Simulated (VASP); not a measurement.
# GaN (Fm-3m) in VASP: notebook

The runs below take GaN through dielectric tensor, vibrations by perturbation theory, elastic constants, electric field gradients, with PBE, PBEsol, LDA.

All numbers are computed with VASP 6.6.1; they aren't measurements. Logs are shortened: lines on timing, memory, paths and dates and some standing lists are left out, and cuts for length are marked.

**1. The cell of the first run**

It takes space group Fm-3m (No. 225, cubic). The conventional cell has a = 4.270 Å, b = 4.270 Å, c = 4.270 Å, α = 90.00°, β = 90.00°, γ = 90.00°. Ga (site symmetry m-3m) has 6 N at 2.14 Å within 2.8 Å. Within 2.8 Å of N (site symmetry m-3m) lie 6 Ga at 2.14 Å.

**2. Dielectric tensor, PBE**

INCAR reads:

```
ALGO = Normal
EDIFF = 1E-8
ENCUT = 520
GGA = PE
ISIF = 2
ISMEAR = 0
LASPH = T
LCHARG = F
LEPSILON = T
LREAL = F
LWAVE = F
NELM = 80
PREC = Accurate
SIGMA = 0.01
```

KPOINTS reads:

```
k-points
0
Gamma
  10 10 10
```

POSCAR reads:

```
GaN
1.0
    0.0000000000      2.1352350000      2.1352350000
    2.1352350000      0.0000000000      2.1352350000
    2.1352350000      2.1352350000      0.0000000000
Ga N
1 1
Direct
    0.0000000000      0.0000000000      0.0000000000
    0.5000000000      0.5000000000      0.5000000000
```

Potentials or basis: VASP PAW PBE potentials, release 64 (Ga_d, N).

Run with:

```
> cat potpaw_PBE.64/Ga_d/POTCAR potpaw_PBE.64/N/POTCAR > POTCAR
> mpirun -np 1 vasp_std > vasp.out
```

OUTCAR:

```text
EDIFF = 1E-8
   ENCUT = 520
   GGA = PE
   ISIF = 2
   ISMEAR = 0
   LASPH = T
   LEPSILON = T
   LREAL = F
   NELM = 80
   PREC = Accurate

 ion  position               nearest neighbor table
   1  0.000  0.000  0.000-   2 2.14   2 2.14   2 2.14   2 2.14   2 2.14   2 2.14
   2  0.500  0.500  0.500-   1 2.14   1 2.14   1 2.14   1 2.14   1 2.14   1 2.14

  LATTYP: Found a face centered cubic cell.
 ALAT       =     4.2704700000

  Lattice vectors:

 A1 = (   0.0000000000,   2.1352350000,   2.1352350000)
 A2 = (   2.1352350000,   0.0000000000,   2.1352350000)
 A3 = (   2.1352350000,   2.1352350000,   0.0000000000)

Analysis of symmetry for initial positions (statically):
=====================================================================
 Subroutine PRICEL returns:
 Original cell was already a primitive cell.

 Routine SETGRP: Setting up the symmetry group for a
 face centered cubic supercell.

 Subroutine GETGRP returns: Found 48 space group operations
 (whereof 48 operations were pure point group operations)
 out of a pool of 48 trial point group operations.

The static configuration has the point symmetry O_h .

Analysis of symmetry for dynamics (positions and initial velocities):
=====================================================================
 Subroutine PRICEL returns:
 Original cell was already a primitive cell.

 Routine SETGRP: Setting up the symmetry group for a
 face centered cubic supercell.

 Subroutine GETGRP returns: Found 48 space group operations
 (whereof 48 operations were pure point group operations)
 out of a pool of 48 trial point group operations.

The dynamic configuration has the point symmetry O_h .

 Subroutine INISYM returns: Found 48 space group operations
 (whereof 48 operations are pure point group operations),
 and found     1 'primitive' translations

----------------------------------------------------------------------------------------

                                     Primitive cell

  volume of cell :      19.4700

  direct lattice vectors                    reciprocal lattice vectors
     0.000000000  2.135235000  2.135235000    -0.234166263  0.234166263  0.234166263
     2.135235000  0.000000000  2.135235000     0.234166263 -0.234166263  0.234166263
     2.135235000  2.135235000  0.000000000     0.234166263  0.234166263 -0.234166263

  length of vectors
     3.019678296  3.019678296  3.019678296     0.405587864  0.405587864  0.405587864

  position of ions in fractional coordinates (direct lattice)
     0.000000000  0.000000000  0.000000000
     0.500000000  0.500000000  0.500000000

  ion indices of the primitive-cell ions
   primitive index   ion index
                 1           1
                 2           2

----------------------------------------------------------------------------------------

 KPOINTS: k-points

Automatic generation of k-mesh.
 Grid dimensions read from file:
 generate k-points for:   10   10   10

 Generating k-lattice:

  Cartesian coordinates                     Fractional coordinates (reciprocal lattice)
    -0.023416626  0.023416626  0.023416626     0.100000000  0.000000000  0.000000000
     0.023416626 -0.023416626  0.023416626     0.000000000  0.100000000  0.000000000
     0.023416626  0.023416626 -0.023416626     0.000000000  0.000000000  0.100000000

  Length of vectors
     0.040558786  0.040558786  0.040558786

  Shift w.r.t. Gamma in fractional coordinates (k-lattice)
     0.000000000  0.000000000  0.000000000

 Subroutine IBZKPT returns following result:
 ===========================================

 Found     47 irreducible k-points:

 Following reciprocal coordinates:
            Coordinates               Weight
  0.000000  0.000000  0.000000      1.000000
  0.100000  0.000000  0.000000      8.000000
  0.200000  0.000000  0.000000      8.000000
  0.300000  0.000000  0.000000      8.000000
  0.400000  0.000000  0.000000      8.000000
  0.500000  0.000000  0.000000      4.000000
[... 16 lines left out ...]
  0.300000  0.300000  0.000000      6.000000
  0.400000  0.300000  0.000000     24.000000
 [... further k-points ...]
   k-points           NKPTS =     47   k-points in BZ     NKDIM =     47   number of bands    NBANDS=     13
   number of dos      NEDOS =    301   number of ions     NIONS =      2
   total plane-waves  NPLWV =  13824
   dimension x,y,z NGX =    24 NGY =   24 NGZ =   24
   dimension x,y,z NGXF=    48 NGYF=   48 NGZF=   48
   ions per type =               1   1
   NGX,Y,Z   is equivalent  to a cutoff of  13.21, 13.21, 13.21 a.u.
   NGXF,Y,Z  is equivalent  to a cutoff of  26.43, 26.43, 26.43 a.u.
 SYSTEM =  unknown system
   PREC   = accura    normal or accurate (medium, high low for compatibility)
   ISTART =      0    job   : 0-new  1-cont  2-samecut
   ICHARG =      2    charge: 1-file 2-atom 10-const
   ISPIN  =      1    spin polarized calculation?
   LNONCOLLINEAR =      F non collinear calculations
   LSORBIT =      F    spin-orbit coupling
   LASPH  =      T    aspherical Exc in radial PAW
   ENCUT  =  520.0 eV  38.22 Ry    6.18 a.u.   5.61  5.61  5.61*2*pi/ulx,y,z
   NELM   =     80;   NELMIN=  2; NELMDL= -5     # of ELM steps
   EDIFF  = 0.1E-07   stopping-criterion for ELM
   LREAL  =      F    real-space projection
   EDIFFG = 0.1E-06   stopping-criterion for IOM
   NSW    =      0    number of steps for IOM
   IBRION =     -1    ionic relax: 0-MD 1-quasi-New 2-CG
   NFREE  =      0    steps in history (QN), initial steepest desc. (CG)
   ISIF   =      2    stress and relaxation
   ISYM   =      2    0-nonsym 1-usesym 2-fastsym
   POTIM  = 0.5000    time-step for ionic-motion
   TEBEG  =    0.0;   TEEND  =   0.0 temperature during run
   PSTRESS=    0.0 pullay stress
   NELECT =      18.0000    total number of electrons
   NUPDOWN=      -1.0000    fix difference up-down
   EMIN   =  10.00;   EMAX   =-10.00  energy-range for DOS
   EFERMI =   0.00;   METHOD = LEGACY
   ISMEAR =     0;   SIGMA  =   0.01  broadening in eV -4-tet -1-fermi 0-gaus
   EFERMI_NEDOS =   21; number of points for ismear=-14 and -15
   IALGO  =     38    algorithm
   IMIX   =      4    mixing-type and parameters
     AMIX     =   0.40;   BMIX     =  1.00
     AMIX_MAG =   1.60;   BMIX_MAG =  1.00
  volume/ion in A,a.u.               =       9.74        65.70
  Fermi-wavevector in a.u.,A,eV,Ry     =   1.594814  3.013761 34.605481  2.543431
  Thomas-Fermi vector in A             =   2.692830
   LORBIT       =      0    0 simple, 1 ext, 2 COOP (PROOUT), +10 PAW based schemes
   GGA     = PE    functional components
   LHFCALC =     F    Hartree Fock is set to
   AEXX    =    0.0000 exact exchange contribution
   IVDW    =     0    specifies the selected vdW correction
   LEPSILON=     T    determine dielectric tensor
   LRPA    =     F    only Hartree local field effects (RPA)
 non-spin polarized calculation
 Gauss-broadening in eV      SIGMA  =   0.01
  energy-cutoff  :      520.00
  volume of cell :       19.47
 maximum number of plane-waves:       544
   NGX = 11   NGY = 11   NGZ = 11

--------------------------------------- Ionic step        1  -------------------------------------------

 number of electron      18.0000005 magnetization

 E-fermi :   7.5907     XC(G=0): -12.9044

 val. band max:        7.4897756004   @ k =  -0.2000   0.2000   0.0000
 cond. band min:       7.9155232442   @ k =   0.5000   0.5000   0.0000
 fundamental gap:      0.4257476438
 Fermi energy:         7.5906666394

 k-point     1 :       0.0000    0.0000    0.0000
  band No.  band energies     occupation
      1      -9.4811      2.00000
      2      -6.4859      2.00000
      3      -6.4859      2.00000
      4      -6.4859      2.00000
      5      -6.3988      2.00000
      6      -6.3988      2.00000
      7       7.0382      2.00000
      8       7.0382      2.00000
      9       7.0382      2.00000
     10       9.4035      0.00000
     11      22.0603      0.00000
     12      22.0603      0.00000
     13      22.0603      0.00000
[... 353 lines left out ...]
 k-point    24 :       0.4000    0.3000    0.0000
  band No.  band energies     occupation
      1      -7.9823      2.00000
      2      -6.6060      2.00000
      3      -6.3619      2.00000
      4      -6.3162      2.00000
      5      -6.2712      2.00000
      6      -5.1944      2.00000
      7       2.0913      2.00000
      8       4.8068      2.00000
      9       5.2163      2.00000
     10      10.0761      0.00000
     11      16.1153      0.00000
     12      17.5542      0.00000
     13      20.6435      0.00000

 [... further k-points ...]

  FORCE on cell =-STRESS in cart. coord.  units (eV):
  Direction    XX          YY          ZZ          XY          YZ          ZX
  --------------------------------------------------------------------------------------
  -------------------------------------------------------------------------------------
  Total        0.0508385      0.0508385      0.0508385      0.0000000      0.0000000      0.0000000
  in kB        4.1834698      4.1834698      4.1834698      0.0000000      0.0000000      0.0000000
  external PRESSURE =       4.1834698 kB  Pullay stress =       0.0000000 kB

 VOLUME and BASIS-vectors are now :
 -----------------------------------------------------------------------------
  energy-cutoff  :      520.00
  volume of cell :       19.47
      direct lattice vectors                 reciprocal lattice vectors
     0.000000000  2.135235000  2.135235000    -0.234166263  0.234166263  0.234166263
     2.135235000  0.000000000  2.135235000     0.234166263 -0.234166263  0.234166263
     2.135235000  2.135235000  0.000000000     0.234166263  0.234166263 -0.234166263

 POSITION                                       TOTAL-FORCE (eV/Angst)
 -----------------------------------------------------------------------------------
      0.00000      0.00000      0.00000        -0.000000     -0.000000      0.000000
      2.13524      2.13524      2.13524         0.000000      0.000000     -0.000000
 -----------------------------------------------------------------------------------
    total drift:                                0.000000     -0.000000     -0.000000

  FREE ENERGIE OF THE ION-ELECTRON SYSTEM (eV)
  ---------------------------------------------------
  free  energy   TOTEN  =       -11.2065178076 eV

  energy  without entropy=      -11.2065178076  energy(sigma->0) =      -11.20651781

 HEAD OF MICROSCOPIC STATIC DIELECTRIC TENSOR (INDEPENDENT PARTICLE, excluding Hartree and local field effects)
 ------------------------------------------------------
           8.772420    -0.000000     0.000000
           0.000000     8.772420     0.000000
          -0.000000    -0.000000     8.772420
 ------------------------------------------------------

 Free energy of the ion-electron system (eV)
  ---------------------------------------------------
  ---------------------------------------------------
  free energy    TOTEN  =        -0.43461089 eV

  energy without entropy =       -0.43461089

------------------------ aborting loop because EDIFF is reached ----------------------------------------

--------------------------------------- Ionic step        2  -------------------------------------------

------------------------ aborting loop because EDIFF is reached ----------------------------------------

--------------------------------------- Ionic step        3  -------------------------------------------

 Free energy of the ion-electron system (eV)
  ---------------------------------------------------
  ---------------------------------------------------
  free energy    TOTEN  =        -0.43461078 eV

  energy without entropy =       -0.43461078

------------------------ aborting loop because EDIFF is reached ----------------------------------------

 PIEZOELECTRIC TENSOR FIELD DIRECTION 3  (e Angst)
 -----------------------------------------------------------------------------
     0.00029  0.00000  0.00000           ( -0.00001  0.00000 -0.00000)
     0.00000  0.00029 -0.00000           (  0.00000 -0.00001  0.00000)
     0.00000  0.00000 -0.00041           ( -0.00000  0.00000 -0.00002)

 PIEZOELECTRIC TENSOR FIELD DIRECTION 3  (C/m^2)
 -----------------------------------------------------------------------------
     0.00024  0.00000  0.00000
     0.00000  0.00024 -0.00000
     0.00000  0.00000 -0.00034

 MACROSCOPIC STATIC DIELECTRIC TENSOR (including local field effects in DFT)
 ------------------------------------------------------
           8.590497     0.000000    -0.000000
           0.000000     8.590497    -0.000000
           0.000000    -0.000000     8.590497
 ------------------------------------------------------

 PIEZOELECTRIC TENSOR (including local field effects)  for field in x, y, z        (e  Angst)
          XX          YY          ZZ          XY          YZ          ZX
  --------------------------------------------------------------------------------
  x     0.00000     0.00000     0.00000     0.00000     0.00000     0.00000
  y     0.00000     0.00000     0.00000     0.00000     0.00000     0.00000
  z     0.00000     0.00000     0.00000     0.00000     0.00000     0.00000

 PIEZOELECTRIC TENSOR (including local field effects)  for field in x, y, z        (C/m^2)
          XX          YY          ZZ          XY          YZ          ZX
  --------------------------------------------------------------------------------
  x     0.00000     0.00000     0.00000     0.00000     0.00000     0.00000
  y     0.00000     0.00000     0.00000     0.00000     0.00000     0.00000
  z     0.00000     0.00000     0.00000     0.00000     0.00000     0.00000

 BORN EFFECTIVE CHARGES (including local field effects) (in |e|, cummulative output)
 ---------------------------------------------------------------------------------
 ion    1
    1     3.62245     0.00000     0.00000
    2    -0.00000     3.62245     0.00000
    3     0.00000     0.00000     3.62245
 ion    2
    1    -3.62245    -0.00000    -0.00000
    2     0.00000    -3.62245    -0.00000
    3    -0.00000     0.00000    -3.62245
```

Wall time 4.8 min (1 thread of AMD EPYC 7R43 (Zen 3), shared host); peak memory 0.17 GiB.

Results:

- Band gap on the k mesh: 0.43 eV, indirect (least direct gap 2.37 eV)
- Electronic dielectric tensor (diagonal): 8.59
- Born charges (mean of the diagonal): Ga +3.62; N -3.62 e

Electronic dielectric tensor:
```
8.59 0.00 0.00
0.00 8.59 0.00
0.00 0.00 8.59
```

Born effective charge tensors (e):
atom 1, Ga
```
3.62 0.00 0.00
0.00 3.62 0.00
0.00 0.00 3.62
```
atom 2, N
```
-3.62  0.00  0.00
 0.00 -3.62  0.00
 0.00  0.00 -3.62
```

Caveat: the gap is small at this level, which inflates the dielectric constant. Expect the measured gap to be larger: semilocal functionals such as PBE lack the derivative discontinuity.

**3. Dielectric tensor, PBEsol**

INCAR reads:

```
SYSTEM = GaN
PREC = Accurate
ENCUT = 520
EDIFF = 1E-8
ISMEAR = 0
SIGMA = 0.01
LREAL = .FALSE.
LASPH = .TRUE.
NELM = 80
ALGO = Normal
ISIF = 2
LWAVE = .FALSE.
LCHARG = .FALSE.
GGA = PS
LEPSILON = .TRUE.
```

KPOINTS reads:

```
Automatic mesh
0
G
  11 11 11
  0 0 0
```

POSCAR is that of step 2.

Potentials or basis: VASP PAW PBE potentials, release 64 (Ga_d, N).

Run with:

```
> cat potpaw_PBE.64/Ga_d/POTCAR potpaw_PBE.64/N/POTCAR > POTCAR
> mpirun -np 1 vasp_std > vasp.out
```

OUTCAR:

```text
SYSTEM = GaN
   PREC = Accurate
   ENCUT = 520
   EDIFF = 1E-8
   ISMEAR = 0
   LREAL = .FALSE.
   LASPH = .TRUE.
   NELM = 80
   ISIF = 2
   GGA = PS
   LEPSILON = .TRUE.

 ion  position               nearest neighbor table
   1  0.000  0.000  0.000-   2 2.14   2 2.14   2 2.14   2 2.14   2 2.14   2 2.14
   2  0.500  0.500  0.500-   1 2.14   1 2.14   1 2.14   1 2.14   1 2.14   1 2.14

  LATTYP: Found a face centered cubic cell.
 ALAT       =     4.2704700000

  Lattice vectors:

 A1 = (   0.0000000000,   2.1352350000,   2.1352350000)
 A2 = (   2.1352350000,   0.0000000000,   2.1352350000)
[... 631 lines left out ...]
 -----------------------------------------------------------------------------
     0.00014  0.00000  0.00000
     0.00000  0.00014  0.00000
     0.00000  0.00000 -0.00013

 MACROSCOPIC STATIC DIELECTRIC TENSOR (including local field effects in DFT)
 ------------------------------------------------------
           8.636751     0.000000    -0.000000
           0.000000     8.636751     0.000000
           0.000000     0.000000     8.636751
 ------------------------------------------------------

 PIEZOELECTRIC TENSOR (including local field effects)  for field in x, y, z        (e  Angst)
          XX          YY          ZZ          XY          YZ          ZX
  --------------------------------------------------------------------------------
  x     0.00000     0.00000     0.00000     0.00000     0.00000     0.00000
  y     0.00000     0.00000     0.00000     0.00000     0.00000     0.00000
  z     0.00000     0.00000     0.00000     0.00000     0.00000     0.00000

 PIEZOELECTRIC TENSOR (including local field effects)  for field in x, y, z        (C/m^2)
          XX          YY          ZZ          XY          YZ          ZX
  --------------------------------------------------------------------------------
  x     0.00000     0.00000     0.00000     0.00000     0.00000     0.00000
  y     0.00000     0.00000     0.00000     0.00000     0.00000     0.00000
  z     0.00000     0.00000     0.00000     0.00000     0.00000     0.00000

 BORN EFFECTIVE CHARGES (including local field effects) (in |e|, cummulative output)
 ---------------------------------------------------------------------------------
 ion    1
    1     3.61356     0.00000     0.00000
    2     0.00000     3.61356    -0.00000
    3    -0.00000    -0.00000     3.61356
 ion    2
    1    -3.61356     0.00000     0.00000
    2     0.00000    -3.61356     0.00000
    3     0.00000     0.00000    -3.61356
```

stdout:

```text
POSCAR found type information on POSCAR GaN
 POSCAR found :  2 types and       2 ions
 scaLAPACK will be used
 -----------------------------------------------------------------------------
|                                                                             |
|                                                                             |
|     You enforced a specific xc type in the INCAR file but a different       |
[... 28 lines left out ...]
  Direction:   1
 dielectric tensor                  component  1 :     8.637     3.163     0.886
 Linear response to external field, progress :
  Direction:   2
 dielectric tensor                  component  2 :     3.014     8.637     0.169
 Linear response to external field, progress :
  Direction:   3
 dielectric tensor                  component  3 :     0.733     2.450     8.637
 Born effective charges drift removed
```

It took 5.1 min on 1 thread of Intel Xeon 6975P-C, shared host; peak memory 0.22 GiB.

Results:

| Quantity | Value |
| --- | --- |
| Band gap on the k mesh | 0.46 eV, indirect (least direct gap 2.37 eV) |
| Electronic dielectric tensor (diagonal) | 8.64 |
| Born charges (mean of the diagonal) | Ga +3.61; N -3.61 e |

Electronic dielectric tensor:
```
8.64 0.00 0.00
0.00 8.64 0.00
0.00 0.00 8.64
```

Born effective charge tensors (e):
atom 1, Ga
```
3.61 0.00 0.00
0.00 3.61 0.00
0.00 0.00 3.61
```
atom 2, N
```
-3.61  0.00  0.00
 0.00 -3.61  0.00
 0.00  0.00 -3.61
```

Caveat: the gap is small at this level, which inflates the dielectric constant; the PAW data sets were made with another functional, which shifts forces and pressure a little. A k mesh can miss the band edges.

(Part 1 of 2 ends here.)
